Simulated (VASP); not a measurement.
# TiAl (P4/mmm) in VASP: a series of runs

TiAl is run at these levels: r2SCAN; tasks: single point.

Everything below comes from runs of VASP 6.6.1. Logs are shortened: lines on timing, memory, paths and dates and some standing lists are left out, and cuts for length are marked.

## (1) The cell of the first run

The structure is tetragonal, space group P4/mmm (No. 123). The conventional cell has a = 2.775 Å, b = 2.775 Å, c = 4.014 Å, α = 90.00°, β = 90.00°, γ = 90.00°. Ti (site symmetry 4/mmm) has 4 Ti at 2.77 Å and 8 Al at 2.81 Å within 3.7 Å. Al (site symmetry 4/mmm) has 4 Al at 2.77 Å and 8 Ti at 2.81 Å within 3.7 Å.

## (2) Single point, r2SCAN

Contents of POSCAR:

```
TiAl
1.0
    2.7749201684      0.0000000000      0.0000000000
    0.0000000000      2.7749201684      0.0000000000
    0.0000000000      0.0000000000      4.0144881890
Ti Al
1 1
Direct
    0.5000000000      0.5000000000      0.5000000000
    0.0000000000      0.0000000000      0.0000000000
```

Contents of INCAR.step1:

```
SYSTEM = TiAl
PREC = Accurate
ENCUT = 520
ISMEAR = 0
SIGMA = 0.1
LREAL = .FALSE.
LASPH = .TRUE.
NELM = 80
NBANDS = 14
GGA = PE
ALGO = Normal
EDIFF = 1E-4
LWAVE = .TRUE.
LCHARG = .FALSE.
```

Contents of INCAR.step2:

```
SYSTEM = TiAl
PREC = Accurate
ENCUT = 520
EDIFF = 1E-7
ISMEAR = 0
SIGMA = 0.1
LREAL = .FALSE.
LASPH = .TRUE.
NELM = 80
ALGO = Normal
ISIF = 2
LWAVE = .FALSE.
LCHARG = .FALSE.
METAGGA = R2SCAN
LMIXTAU = .TRUE.
NBANDS = 14
ISTART = 1
```

Contents of KPOINTS:

```
Automatic mesh
0
G
  14 14 10
  0 0 0
```

Potentials or basis: VASP PAW PBE potentials, release 64 (Ti_sv, Al).

The run is started by

```bash
cat potpaw_PBE.64/Ti_sv/POTCAR potpaw_PBE.64/Al/POTCAR > POTCAR
cp INCAR.step1 INCAR
mpirun -np 1 vasp_std > vasp.out
cp INCAR.step2 INCAR
mpirun -np 1 vasp_std > vasp.out
```

OUTCAR:

```text
SYSTEM = TiAl
   PREC = Accurate
   ENCUT = 520
   EDIFF = 1E-7
   ISMEAR = 0
   LREAL = .FALSE.
   LASPH = .TRUE.
   NELM = 80
   ISIF = 2
   METAGGA = R2SCAN
   ISTART = 1

 ion  position               nearest neighbor table
   1  0.500  0.500  0.500-   2 2.81   2 2.81   2 2.81   2 2.81   2 2.81   2 2.81   2 2.81   2 2.81

   2  0.000  0.000  0.000-   1 2.81   1 2.81   1 2.81   1 2.81   1 2.81   1 2.81   1 2.81   1 2.81

  LATTYP: Found a simple tetragonal cell.
 ALAT       =     2.7749201684
 C/A-ratio  =     1.4467040294

  Lattice vectors:

 A1 = (   2.7749201684,   0.0000000000,   0.0000000000)
 A2 = (   0.0000000000,   2.7749201684,   0.0000000000)
 A3 = (   0.0000000000,   0.0000000000,   4.0144881890)

Analysis of symmetry for initial positions (statically):
=====================================================================
 Subroutine PRICEL returns:
 Original cell was already a primitive cell.

 Routine SETGRP: Setting up the symmetry group for a
 simple tetragonal supercell.

 Subroutine GETGRP returns: Found 16 space group operations
 (whereof 16 operations were pure point group operations)
 out of a pool of 16 trial point group operations.

The static configuration has the point symmetry D_4h.

Analysis of symmetry for dynamics (positions and initial velocities):
=====================================================================
 Subroutine PRICEL returns:
 Original cell was already a primitive cell.

 Routine SETGRP: Setting up the symmetry group for a
 simple tetragonal supercell.

 Subroutine GETGRP returns: Found 16 space group operations
 (whereof 16 operations were pure point group operations)
 out of a pool of 16 trial point group operations.

The dynamic configuration has the point symmetry D_4h.

 Subroutine INISYM returns: Found 16 space group operations
 (whereof 16 operations are pure point group operations),
 and found     1 'primitive' translations

----------------------------------------------------------------------------------------

                                     Primitive cell

  volume of cell :      30.9123

  direct lattice vectors                    reciprocal lattice vectors
     2.774920168  0.000000000  0.000000000     0.360370728  0.000000000  0.000000000
     0.000000000  2.774920168  0.000000000     0.000000000  0.360370728  0.000000000
     0.000000000  0.000000000  4.014488189     0.000000000  0.000000000  0.249097756

  length of vectors
     2.774920168  2.774920168  4.014488189     0.360370728  0.360370728  0.249097756

  position of ions in fractional coordinates (direct lattice)
     0.500000000  0.500000000  0.500000000
     0.000000000  0.000000000  0.000000000

  ion indices of the primitive-cell ions
[... 85 lines left out ...]
   PSTRESS=    0.0 pullay stress
   NELECT =      15.0000    total number of electrons
   NUPDOWN=      -1.0000    fix difference up-down
   EMIN   =  10.00;   EMAX   =-10.00  energy-range for DOS
   EFERMI =   0.00;   METHOD = LEGACY
   ISMEAR =     0;   SIGMA  =   0.10  broadening in eV -4-tet -1-fermi 0-gaus
   EFERMI_NEDOS =   21; number of points for ismear=-14 and -15
   IALGO  =     38    algorithm
   IMIX   =      4    mixing-type and parameters
     AMIX     =   0.40;   BMIX     =  1.00
     AMIX_MAG =   1.60;   BMIX_MAG =  1.00
  volume/ion in A,a.u.               =      15.46       104.30
  Fermi-wavevector in a.u.,A,eV,Ry     =   1.286456  2.431049 22.517213  1.654968
  Thomas-Fermi vector in A             =   2.418529
   LORBIT       =      0    0 simple, 1 ext, 2 COOP (PROOUT), +10 PAW based schemes
   METAGGA = R2SCAN    functional components
   LHFCALC =     F    Hartree Fock is set to
   AEXX    =    0.0000 exact exchange contribution
   IVDW    =     0    specifies the selected vdW correction
   LEPSILON=     F    determine dielectric tensor
   LRPA    =     F    only Hartree local field effects (RPA)
 non-spin polarized calculation
 Gauss-broadening in eV      SIGMA  =   0.10
  energy-cutoff  :      520.00
  volume of cell :       30.91
 maximum number of plane-waves:       856
 NGX is ok and might be reduce to    24
   NGX = 11   NGY = 11   NGZ = 15

 number of electron      14.9999998 magnetization

 Free energy of the ion-electron system (eV)
  ---------------------------------------------------
  ext. energy  EPLUGINS =         0.00000000
  ---------------------------------------------------
  free energy    TOTEN  =       -20.57548959 eV

  energy without entropy =      -20.56815008  energy(sigma->0) =      -20.57181984

 E-fermi :   8.8501     XC(G=0): -12.0712

 val. band max:        8.8495308221   @ k =   0.2143   0.0714   0.3000
 cond. band min:       8.8712439692   @ k =   0.3571   0.1429   0.2000
 fundamental gap:      0.0217131471
 Fermi energy:         8.8500538672

 k-point     1 :       0.0000    0.0000    0.0000
  band No.  band energies     occupation
      1     -50.0125      2.00000
      2     -25.3917      2.00000
      3     -24.8698      2.00000
      4     -24.8698      2.00000
      5      -0.9745      2.00000
      6       6.7680      2.00000
      7       7.8166      2.00000
      8       8.3558      2.00000
      9      11.3400      0.00000
     10      11.3400      0.00000
     11      12.7468      0.00000
     12      15.7262      0.00000
     13      18.1483      0.00000
     14      18.1483      0.00000
[... 377 lines left out ...]
      1     -49.9229      2.00000
      2     -25.3213      2.00000
      3     -25.3050      2.00000
      4     -25.0505      2.00000
      5       2.4936      2.00000
      6       6.9240      2.00000
      7       7.6331      2.00000
      8       8.8102      1.42745
      9       9.9424      0.00000
     10      10.4626      0.00000
     11      12.8217      0.00000
     12      15.2913      0.00000
     13      16.2130      0.00000
     14      16.4727      0.00000

 [... further k-points ...]
[... 5 lines left out ...]
  --------------------------------------------------------------------------------------
  -------------------------------------------------------------------------------------
  Total        0.9851493      0.9851493      0.9828417      0.0000000      0.0000000      0.0000000
  in kB       51.0600772     51.0600772     50.9404741      0.0000000      0.0000000      0.0000000
  external PRESSURE =      51.0202095 kB  Pullay stress =       0.0000000 kB

 VOLUME and BASIS-vectors are now :
 -----------------------------------------------------------------------------
  energy-cutoff  :      520.00
  volume of cell :       30.91
      direct lattice vectors                 reciprocal lattice vectors
     2.774920168  0.000000000  0.000000000     0.360370728  0.000000000  0.000000000
     0.000000000  2.774920168  0.000000000     0.000000000  0.360370728  0.000000000
     0.000000000  0.000000000  4.014488189     0.000000000  0.000000000  0.249097756

 POSITION                                       TOTAL-FORCE (eV/Angst)
 -----------------------------------------------------------------------------------
      1.38746      1.38746      2.00724         0.000000      0.000000      0.000000
      0.00000      0.00000      0.00000         0.000000      0.000000      0.000000
 -----------------------------------------------------------------------------------
    total drift:                                0.000000      0.000000     -0.000000

  FREE ENERGIE OF THE ION-ELECTRON SYSTEM (eV)
  ---------------------------------------------------
  free  energy   TOTEN  =       -20.5754895889 eV

  energy  without entropy=      -20.5681500824  energy(sigma->0) =      -20.57181984
```

OUTCAR.step1:

```text
SYSTEM = TiAl
   PREC = Accurate
   ENCUT = 520
   ISMEAR = 0
   LREAL = .FALSE.
   LASPH = .TRUE.
[... 632 lines left out ...]
      1.38746      1.38746      2.00724         0.000000      0.000000      0.000000
      0.00000      0.00000      0.00000         0.000000      0.000000      0.000000
 -----------------------------------------------------------------------------------
    total drift:                                0.000000      0.000000     -0.000000

  FREE ENERGIE OF THE ION-ELECTRON SYSTEM (eV)
  ---------------------------------------------------
  free  energy   TOTEN  =       -12.3670173377 eV

  energy  without entropy=      -12.3589774377  energy(sigma->0) =      -12.36299739
```

OSZICAR.step1:

```text
N       E                     dE             d eps       ncg     rms          rms(c)
DAV:   1     0.111377168623E+03    0.11138E+03   -0.71926E+03  6086   0.109E+03
DAV:   2    -0.377869799686E+01   -0.11516E+03   -0.11066E+03  6330   0.311E+02
DAV:   3    -0.133436983545E+02   -0.95650E+01   -0.93218E+01 10638   0.758E+01
DAV:   4    -0.138830137887E+02   -0.53932E+00   -0.53827E+00  7012   0.148E+01
DAV:   5    -0.139004511737E+02   -0.17437E-01   -0.17430E-01  8564   0.259E+00    0.101E+01
DAV:   6    -0.125307761826E+02    0.13697E+01   -0.54693E+00  7096   0.301E+01    0.348E+00
DAV:   7    -0.123803894875E+02    0.15039E+00   -0.55061E-01  6624   0.926E+00    0.213E+00
DAV:   8    -0.123715097672E+02    0.88797E-02   -0.12206E-01  7458   0.406E+00    0.726E-01
DAV:   9    -0.123681394474E+02    0.33703E-02   -0.34950E-02  6774   0.274E+00    0.393E-01
DAV:  10    -0.123671483186E+02    0.99113E-03   -0.27649E-03  7214   0.688E-01    0.112E-01
DAV:  11    -0.123670296291E+02    0.11869E-03   -0.11636E-03  7494   0.400E-01    0.666E-02
DAV:  12    -0.123670173377E+02    0.12291E-04   -0.57998E-05  3880   0.985E-02
   1 F= -.12367017E+02 E0= -.12362997E+02  d E =-.803990E-02
```

Wall time 3.9 min (1 thread of Intel Xeon 6975P-C, shared host); peak memory 0.23 GiB.

Results:

- Free energy: -20.5755 eV
- Pressure: 5.1 GPa

Caveat: the PAW data sets were made with another functional, which shifts forces and pressure a little.

## (3) Single point, r2SCAN

This run uses another cell than the first one, of 15.80 Å³/atom, 1.022 times its volume.

Contents of POSCAR:

```
TiAl
1.0
    2.7952206703      0.0000000000      0.0000000000
    0.0000000000      2.7952206703      0.0000000000
    0.0000000000      0.0000000000      4.0444080878
Ti Al
1 1
Direct
    0.5000000000      0.5000000000      0.5000000000
    0.0000000000      0.0000000000      0.0000000000
```

Contents of INCAR.step1:

```
  PREC = Accurate
  ENCUT = 520
  ISMEAR = 0
  SIGMA = 0.1
  LREAL = F
  LASPH = T
  NELM = 60
  NBANDS = 14
  GGA = PE
  ALGO = Normal
  EDIFF = 1E-4
  LWAVE = T
  LCHARG = F
```

Contents of INCAR.step2:

```
  PREC = Accurate
  ENCUT = 520
  EDIFF = 1E-6
  ISMEAR = 0
  SIGMA = 0.1
  LREAL = F
  LASPH = T
  NELM = 60
  ALGO = Normal
  ISIF = 2
  LWAVE = F
  LCHARG = T
  METAGGA = R2SCAN
  LMIXTAU = T
  LELF = T
  LVHAR = T
  NBANDS = 14
  ISTART = 1
```

Contents of KPOINTS:

```
Automatic mesh
0
Gamma
  14 14 10
```

Potentials or basis: VASP PAW PBE potentials, release 64 (Ti_sv, Al).

The run is started by

```bash
cat potpaw_PBE.64/Ti_sv/POTCAR potpaw_PBE.64/Al/POTCAR > POTCAR
cp INCAR.step1 INCAR
mpirun -np 1 vasp_std > vasp.out
cp INCAR.step2 INCAR
mpirun -np 1 vasp_std > vasp.out
```

Run time: 3.2 min. Hardware: 1 thread of Intel Xeon 6975P-C, shared host; peak memory 0.23 GiB.

Results (log left out):

| Quantity | Value |
| --- | --- |
| Free energy | -20.5912 eV |
| Pressure | 2.1 GPa |

Levels at points of the mesh, in eV from the Fermi level:
```tsv
k point	band 5	band 6	band 7	band 8	band 9	band 10	band 11	band 12
(0.00, 0.00, 0.00)	-9.72	-2.04	-1.00	-0.53	2.43	2.43	3.80	6.70
(0.50, 0.00, 0.00)	-4.95	-4.84	-1.86	-0.28	2.10	2.82	4.68	5.31
(0.50, 0.50, 0.00)	-3.34	-0.57	-0.57	-0.44	-0.21	-0.21	4.49	5.79
(0.00, 0.00, 0.50)	-8.16	-5.71	-0.82	0.77	2.05	2.05	3.81	8.31
(0.50, 0.00, 0.50)	-5.21	-3.33	-1.37	-1.32	1.59	2.16	2.58	4.24
(0.50, 0.50, 0.50)	-2.68	-2.46	-2.46	2.28	2.44	2.66	4.37	4.37
```

Caveat: the PAW data sets were made with another functional, which shifts forces and pressure a little.

## (4) Single point, r2SCAN

This run uses another cell than the first one, of 16.05 Å³/atom, 1.038 times its volume.

Contents of POSCAR:

```
TiAl
1.0
    2.8098424335      0.0000000000      0.0000000000
    0.0000000000      2.8098424335      0.0000000000
    0.0000000000      0.0000000000      4.0657672964
Ti Al
1 1
Direct
    0.5000000000      0.5000000000      0.5000000000
    0.0000000000      0.0000000000      0.0000000000
```

INCAR.step1: that of step 3 with these lines changed.

```diff
@@ -6,3 +6,3 @@
   LASPH = T
-  NELM = 60
+  NELM = 80
   NBANDS = 14
```

Contents of INCAR.step2:

```
  PREC = Accurate
  ENCUT = 520
  EDIFF = 1E-7
  ISMEAR = 0
  SIGMA = 0.1
  LREAL = F
  LASPH = T
  NELM = 80
  ALGO = Normal
  ISIF = 2
  LWAVE = F
  LCHARG = F
  METAGGA = R2SCAN
  LMIXTAU = T
  NBANDS = 14
  ISTART = 1
```

KPOINTS is that of step 3.

Potentials or basis: VASP PAW PBE potentials, release 64 (Ti_sv, Al).

The run is started by

```bash
cat potpaw_PBE.64/Ti_sv/POTCAR potpaw_PBE.64/Al/POTCAR > POTCAR
cp INCAR.step1 INCAR
mpirun -np 1 vasp_std > vasp.out
cp INCAR.step2 INCAR
mpirun -np 1 vasp_std > vasp.out
```

OUTCAR:

```text
PREC = Accurate
   ENCUT = 520
   EDIFF = 1E-7
   ISMEAR = 0
   LREAL = F
   LASPH = T
   NELM = 80
   ISIF = 2
   METAGGA = R2SCAN
   ISTART = 1

 ion  position               nearest neighbor table
   1  0.500  0.500  0.500-   2 2.84   2 2.84   2 2.84   2 2.84   2 2.84   2 2.84   2 2.84   2 2.84

   2  0.000  0.000  0.000-   1 2.84   1 2.84   1 2.84   1 2.84   1 2.84   1 2.84   1 2.84   1 2.84

  LATTYP: Found a simple tetragonal cell.
 ALAT       =     2.8098424335
 C/A-ratio  =     1.4469734131

[... 587 lines left out ...]
      7       7.2878      2.00000
      8       8.4120      1.46206
      9       9.5206      0.00000
     10      10.0143      0.00000
     11      12.2513      0.00000
     12      14.6362      0.00000
     13      15.5053      0.00000
     14      15.8145      0.00000

 [... further k-points ...]
[... 5 lines left out ...]
  --------------------------------------------------------------------------------------
  -------------------------------------------------------------------------------------
  Total        0.0324002      0.0324002      0.0298397      0.0000000      0.0000000      0.0000000
  in kB        1.6171546      1.6171546      1.4893563      0.0000000      0.0000000      0.0000000
  external PRESSURE =       1.5745552 kB  Pullay stress =       0.0000000 kB

 VOLUME and BASIS-vectors are now :
 -----------------------------------------------------------------------------
  energy-cutoff  :      520.00
  volume of cell :       32.10
      direct lattice vectors                 reciprocal lattice vectors
     2.809842434  0.000000000  0.000000000     0.355891842  0.000000000  0.000000000
     0.000000000  2.809842434  0.000000000     0.000000000  0.355891842  0.000000000
     0.000000000  0.000000000  4.065767296     0.000000000  0.000000000  0.245956034

 POSITION                                       TOTAL-FORCE (eV/Angst)
 -----------------------------------------------------------------------------------
      1.40492      1.40492      2.03288         0.000000      0.000000      0.000000
      0.00000      0.00000      0.00000         0.000000      0.000000      0.000000
 -----------------------------------------------------------------------------------
    total drift:                                0.000000      0.000000     -0.000000

  FREE ENERGIE OF THE ION-ELECTRON SYSTEM (eV)
  ---------------------------------------------------
  free  energy   TOTEN  =       -20.5949040182 eV

  energy  without entropy=      -20.5870177442  energy(sigma->0) =      -20.59096088
```

It took 3.6 min on 1 thread of Intel Xeon 6975P-C, shared host; peak memory 0.23 GiB.

What came out:

```
Free energy : -20.5949 eV
Pressure    : 0.2 GPa
```

Caveat: the PAW data sets were made with another functional, which shifts forces and pressure a little.

## (5) The runs side by side

| cell | gap on the mesh (eV) | pressure (GPa) |
| --- | --- | --- |
| a = 2.775, b = 2.775, c = 4.014 Å, 2 atoms | none | 5.1 |
| a = 2.795, b = 2.795, c = 4.044 Å, 2 atoms | none | 2.1 |
| a = 2.810, b = 2.810, c = 4.066 Å, 2 atoms | none | 0.2 |

Alike in all rows: task single point; level r2SCAN; potentials or basis VASP PAW PBE potentials, release 64 (Ti_sv, Al); no spin polarisation; k mesh 14 × 14 × 10; cutoff (eV) 520; smearing gaussian 0.1 eV.

Caveats: the PAW data sets were made with another functional, which shifts forces and pressure a little.

Total energies depend on the potentials used, so only differences within one code and one set of settings carry meaning.
